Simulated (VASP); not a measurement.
# La2O3 (P-3m1) in VASP: notebook

Aim: see how the results for La2O3 move with the level of theory and the settings. Levels: LDA, PBEsol, r2SCAN. Tasks: single point.

Everything below comes from runs of VASP 6.6.1. Logs are shortened: lines on timing, memory, paths and dates and some standing lists are left out, and cuts for length are marked.

## (1) The cell of the first run

Symmetry: P-3m1, No. 164, trigonal system. The conventional cell has a = 3.931 Å, b = 3.931 Å, c = 6.112 Å, α = 90.00°, β = 90.00°, γ = 120.00°. La (site symmetry 3m) has 7 O at 2.36 to 2.72 Å within 3.1 Å. Within 3.1 Å of O (site symmetry 3m) lie 4 La at 2.36 to 2.44 Å and 3 O at 2.89 Å. O (site symmetry -3m) has 6 La at 2.72 Å and 6 O at 3.14 Å within 3.6 Å.

## (2) Single point, LDA

INCAR reads:

```
PREC = Accurate
ENCUT = 520
EDIFF = 1E-6
ISMEAR = -1
SIGMA = 0.1
LREAL = F
LASPH = T
NELM = 100
ALGO = Normal
ISIF = 2
LWAVE = F
LCHARG = T
GGA = CA
LELF = T
LVHAR = T
NBANDS = 28
```

KPOINTS reads:

```
regular mesh
0
Gamma
  6 6 4
```

POSCAR reads:

```
La2O3
1.0
    3.9307780000      0.0000000000      0.0000000000
   -1.9653890000      3.4041530000      0.0000000000
    0.0000000000      0.0000000000      6.1119540000
La O
2 3
Direct
    0.6666666667      0.3333333333      0.7537640000
    0.3333333333      0.6666666667      0.2462360000
    0.6666666667      0.3333333333      0.3541090000
    0.3333333333      0.6666666667      0.6458910000
    0.0000000000      0.0000000000      0.0000000000
```

Potentials or basis: VASP PAW LDA potentials, release 64 (La, O).

Started as:

```bash
$ cat potpaw_LDA.64/La/POTCAR potpaw_LDA.64/O/POTCAR > POTCAR
$ mpirun -np 1 vasp_std > vasp.out
```

OUTCAR:

```text
PREC = Accurate
   ENCUT = 520
   EDIFF = 1E-6
   ISMEAR = -1
   LREAL = F
   LASPH = T
   NELM = 100
   ISIF = 2
   GGA = CA

 ion  position               nearest neighbor table
   1  0.667  0.333  0.754-   4 2.36   4 2.36   4 2.36   3 2.44   5 2.72   5 2.72   5 2.72
   2  0.333  0.667  0.246-   3 2.36   3 2.36   3 2.36   4 2.44   5 2.72   5 2.72   5 2.72
   3  0.667  0.333  0.354-   2 2.36   2 2.36   2 2.36   1 2.44
   4  0.333  0.667  0.646-   1 2.36   1 2.36   1 2.36   2 2.44
   5  0.000  0.000  0.000-   2 2.72   1 2.72   2 2.72   1 2.72   1 2.72   2 2.72

  LATTYP: Found a hexagonal cell.
 ALAT       =     3.9307780000
 C/A-ratio  =     1.5548967660

  Lattice vectors:

 A1 = (   3.9307780000,   0.0000000000,   0.0000000000)
 A2 = (  -1.9653890000,   3.4041530000,   0.0000000000)
 A3 = (   0.0000000000,   0.0000000000,   6.1119540000)

Analysis of symmetry for initial positions (statically):
=====================================================================
 Subroutine PRICEL returns:
 Original cell was already a primitive cell.

 Routine SETGRP: Setting up the symmetry group for a
 hexagonal supercell.

 Subroutine GETGRP returns: Found 12 space group operations
 (whereof 12 operations were pure point group operations)
 out of a pool of 24 trial point group operations.

The static configuration has the point symmetry D_3d.

Analysis of symmetry for dynamics (positions and initial velocities):
=====================================================================
 Subroutine PRICEL returns:
 Original cell was already a primitive cell.

 Routine SETGRP: Setting up the symmetry group for a
 hexagonal supercell.

 Subroutine GETGRP returns: Found 12 space group operations
 (whereof 12 operations were pure point group operations)
 out of a pool of 24 trial point group operations.

The dynamic configuration has the point symmetry D_3d.

 Subroutine INISYM returns: Found 12 space group operations
 (whereof 12 operations are pure point group operations),
 and found     1 'primitive' translations

----------------------------------------------------------------------------------------

                                     Primitive cell

  volume of cell :      81.7839

  direct lattice vectors                    reciprocal lattice vectors
     3.930778000  0.000000000  0.000000000     0.254402564  0.146879415  0.000000000
    -1.965389000  3.404153000  0.000000000     0.000000000  0.293758829  0.000000000
     0.000000000  0.000000000  6.111954000     0.000000000  0.000000000  0.163613797

  length of vectors
     3.930778000  3.930777476  6.111954000     0.293758790  0.293758829  0.163613797

  position of ions in fractional coordinates (direct lattice)
     0.666666667  0.333333333  0.753764000
     0.333333333  0.666666667  0.246236000
     0.666666667  0.333333333  0.354109000
     0.333333333  0.666666667  0.645891000
     0.000000000  0.000000000  0.000000000

  ion indices of the primitive-cell ions
   primitive index   ion index
                 1           1
                 2           2
                 3           3
                 4           4
                 5           5

----------------------------------------------------------------------------------------

 KPOINTS: regular mesh

Automatic generation of k-mesh.
 Grid dimensions read from file:
 generate k-points for:    6    6    4

 Generating k-lattice:

  Cartesian coordinates                     Fractional coordinates (reciprocal lattice)
     0.042400427  0.024479902  0.000000000     0.166666667  0.000000000  0.000000000
     0.000000000  0.048959805  0.000000000     0.000000000  0.166666667  0.000000000
     0.000000000  0.000000000  0.040903449     0.000000000  0.000000000  0.250000000

  Length of vectors
     0.048959798  0.048959805  0.040903449

  Shift w.r.t. Gamma in fractional coordinates (k-lattice)
     0.000000000  0.000000000  0.000000000

 Subroutine IBZKPT returns following result:
 ===========================================

 Found     24 irreducible k-points:

 Following reciprocal coordinates:
            Coordinates               Weight
  0.000000  0.000000  0.000000      1.000000
  0.166667 -0.000000  0.000000      6.000000
  0.333333 -0.000000  0.000000      6.000000
  0.500000  0.000000  0.000000      3.000000
  0.166667  0.166667  0.000000      6.000000
  0.333333  0.166667  0.000000     12.000000
[... 16 lines left out ...]
  0.333333  0.166667  0.500000     12.000000
  0.333333  0.333333  0.500000      2.000000
   k-points           NKPTS =     24   k-points in BZ     NKDIM =     24   number of bands    NBANDS=     28
   number of dos      NEDOS =    301   number of ions     NIONS =      5
   total plane-waves  NPLWV =  43200
   dimension x,y,z NGX =    30 NGY =   30 NGZ =   48
   dimension x,y,z NGXF=    60 NGYF=   60 NGZF=   96
   ions per type =               2   3
   NGX,Y,Z   is equivalent  to a cutoff of  12.69, 12.69, 13.06 a.u.
   NGXF,Y,Z  is equivalent  to a cutoff of  25.38, 25.38, 26.11 a.u.
 SYSTEM =  unknown system
   PREC   = accura    normal or accurate (medium, high low for compatibility)
   ISTART =      0    job   : 0-new  1-cont  2-samecut
   ICHARG =      2    charge: 1-file 2-atom 10-const
   ISPIN  =      1    spin polarized calculation?
   LNONCOLLINEAR =      F non collinear calculations
   LSORBIT =      F    spin-orbit coupling
   LASPH  =      T    aspherical Exc in radial PAW
   ENCUT  =  520.0 eV  38.22 Ry    6.18 a.u.   7.31  7.31 11.36*2*pi/ulx,y,z
   NELM   =    100;   NELMIN=  2; NELMDL= -5     # of ELM steps
   EDIFF  = 0.1E-05   stopping-criterion for ELM
   LREAL  =      F    real-space projection
   EDIFFG = 0.1E-04   stopping-criterion for IOM
   NSW    =      0    number of steps for IOM
   IBRION =     -1    ionic relax: 0-MD 1-quasi-New 2-CG
   NFREE  =      0    steps in history (QN), initial steepest desc. (CG)
   ISIF   =      2    stress and relaxation
   ISYM   =      2    0-nonsym 1-usesym 2-fastsym
   POTIM  = 0.5000    time-step for ionic-motion
   TEBEG  =    0.0;   TEEND  =   0.0 temperature during run
   PSTRESS=    0.0 pullay stress
   NELECT =      40.0000    total number of electrons
   NUPDOWN=      -1.0000    fix difference up-down
   EMIN   =  10.00;   EMAX   =-10.00  energy-range for DOS
   EFERMI =   0.00;   METHOD = LEGACY
   ISMEAR =    -1;   SIGMA  =   0.10  broadening in eV -4-tet -1-fermi 0-gaus
   EFERMI_NEDOS =   21; number of points for ismear=-14 and -15
   IALGO  =     38    algorithm
   IMIX   =      4    mixing-type and parameters
     AMIX     =   0.40;   BMIX     =  1.00
     AMIX_MAG =   1.60;   BMIX_MAG =  1.00
  volume/ion in A,a.u.               =      16.36       110.38
  Fermi-wavevector in a.u.,A,eV,Ry     =   1.289849  2.437462 22.636162  1.663711
  Thomas-Fermi vector in A             =   2.421717
   LORBIT       =      0    0 simple, 1 ext, 2 COOP (PROOUT), +10 PAW based schemes
   GGA     = CA    functional components
   LHFCALC =     F    Hartree Fock is set to
   AEXX    =    0.0000 exact exchange contribution
   IVDW    =     0    specifies the selected vdW correction
   LEPSILON=     F    determine dielectric tensor
   LRPA    =     F    only Hartree local field effects (RPA)
 non-spin polarized calculation
  energy-cutoff  :      520.00
  volume of cell :       81.78
 maximum number of plane-waves:      2225
 NGX is ok and might be reduce to    30
   NGX = 15   NGY = 15   NGZ = 23

 number of electron      39.9999992 magnetization

 Free energy of the ion-electron system (eV)
  ---------------------------------------------------
  ext. energy  EPLUGINS =         0.00000000
  ---------------------------------------------------
  free energy    TOTEN  =       -45.81975716 eV

  energy without entropy =      -45.81975715  energy(sigma->0) =      -45.81975715

 E-fermi :   7.5734     XC(G=0): -10.9343

 val. band max:        5.6568029379   @ k =   0.5000   0.0000   0.5000
 cond. band min:       9.3804824415   @ k =   0.3333   0.3333   0.0000
 fundamental gap:      3.7236795037
 Fermi energy:         7.5734354410

 k-point     1 :       0.0000    0.0000    0.0000
  band No.  band energies     occupation
      1     -23.9611      2.00000
      2     -23.7093      2.00000
      3     -11.0378      2.00000
      4      -9.6812      2.00000
      5      -9.2698      2.00000
      6      -7.4701      2.00000
[... 20 lines left out ...]
     27      10.9095      0.00000
     28      11.1394      0.00000

 k-point     2 :       0.1667   -0.0000    0.0000
  band No.  band energies     occupation
      1     -23.9136      2.00000
      2     -23.6905      2.00000
      3     -11.0375      2.00000
      4     -10.1884      2.00000
      5      -9.6139      2.00000
      6      -7.5785      2.00000
[... 20 lines left out ...]
     27      11.0342      0.00000
     28      11.1017      0.00000

 k-point     3 :       0.3333   -0.0000    0.0000
  band No.  band energies     occupation
      1     -23.8076      2.00000
      2     -23.6614      2.00000
      3     -11.2200      2.00000
      4     -10.9579      2.00000
      5      -9.6622      2.00000
      6      -7.7670      2.00000
[... 20 lines left out ...]
     27      10.9736      0.00000
     28      10.9777      0.00000

 k-point     4 :       0.5000    0.0000    0.0000
  band No.  band energies     occupation
      1     -23.7406      2.00000
      2     -23.6594      2.00000
      3     -11.3329      2.00000
      4     -11.3216      2.00000
      5      -9.4236      2.00000
      6      -8.1068      2.00000
[... 578 lines left out ...]
     27      10.9277      0.00000
     28      11.0307      0.00000

 k-point    23 :       0.3333    0.1667    0.5000
  band No.  band energies     occupation
      1     -23.7056      2.00000
      2     -23.6939      2.00000
      3     -11.4657      2.00000
      4     -11.2577      2.00000
      5      -9.5498      2.00000
      6      -7.8783      2.00000
[... 20 lines left out ...]
     27      10.9318      0.00000
     28      10.9679      0.00000

 k-point    24 :       0.3333    0.3333    0.5000
  band No.  band energies     occupation
      1     -23.6821      2.00000
      2     -23.6821      2.00000
      3     -11.4084      2.00000
      4     -11.4084      2.00000
      5      -9.8332      2.00000
      6      -8.0889      2.00000
[... 20 lines left out ...]
     27      10.9084      0.00000
     28      10.9459      0.00000

------------------------ aborting loop because EDIFF is reached ----------------------------------------

  FORCE on cell =-STRESS in cart. coord.  units (eV):
  Direction    XX          YY          ZZ          XY          YZ          ZX
  --------------------------------------------------------------------------------------
  -------------------------------------------------------------------------------------
  Total       -3.3415679     -3.3415667     -3.0517200      0.0000000      0.0000000      0.0000000
  in kB      -65.4625938    -65.4625705    -59.7843624      0.0000000      0.0000000      0.0000000
  external PRESSURE =     -63.5698422 kB  Pullay stress =       0.0000000 kB

 VOLUME and BASIS-vectors are now :
 -----------------------------------------------------------------------------
  energy-cutoff  :      520.00
  volume of cell :       81.78
      direct lattice vectors                 reciprocal lattice vectors
     3.930778000  0.000000000  0.000000000     0.254402564  0.146879415  0.000000000
    -1.965389000  3.404153000  0.000000000     0.000000000  0.293758829  0.000000000
     0.000000000  0.000000000  6.111954000     0.000000000  0.000000000  0.163613797

 POSITION                                       TOTAL-FORCE (eV/Angst)
 -----------------------------------------------------------------------------------
      1.96539      1.13472      4.60697         0.000000      0.000000     -0.159024
     -0.00000      2.26944      1.50498         0.000000     -0.000000      0.159024
      1.96539      1.13472      2.16430        -0.000000      0.000000      0.015040
     -0.00000      2.26944      3.94766         0.000000     -0.000000     -0.015040
      0.00000      0.00000      0.00000        -0.000000     -0.000000     -0.000000
 -----------------------------------------------------------------------------------
    total drift:                               -0.000000      0.000000      0.000000

  FREE ENERGIE OF THE ION-ELECTRON SYSTEM (eV)
  ---------------------------------------------------
  free  energy   TOTEN  =       -45.8197571581 eV

  energy  without entropy=      -45.8197571473  energy(sigma->0) =      -45.81975715
```

It took 72 s on 1 thread of Intel Xeon 6975P-C, shared host; peak memory 0.2 GiB.

Results:

| Item | Value |
| --- | --- |
| Free energy | -45.8198 eV |
| Pressure | -6.4 GPa |
| Largest force | 0.159 eV/Å |
| Band gap on the k mesh | 3.72 eV, indirect (least direct gap 3.81 eV) |

Forces in eV/Å, atoms in the order of the input:
```
La   0.000  0.000 -0.159
La   0.000  0.000  0.159
O    0.000  0.000  0.015
O    0.000  0.000 -0.015
O    0.000  0.000  0.000
```

Caveat: spin-orbit coupling is left out, which moves the levels of the heavy elements.

[end of part 1 of 2]
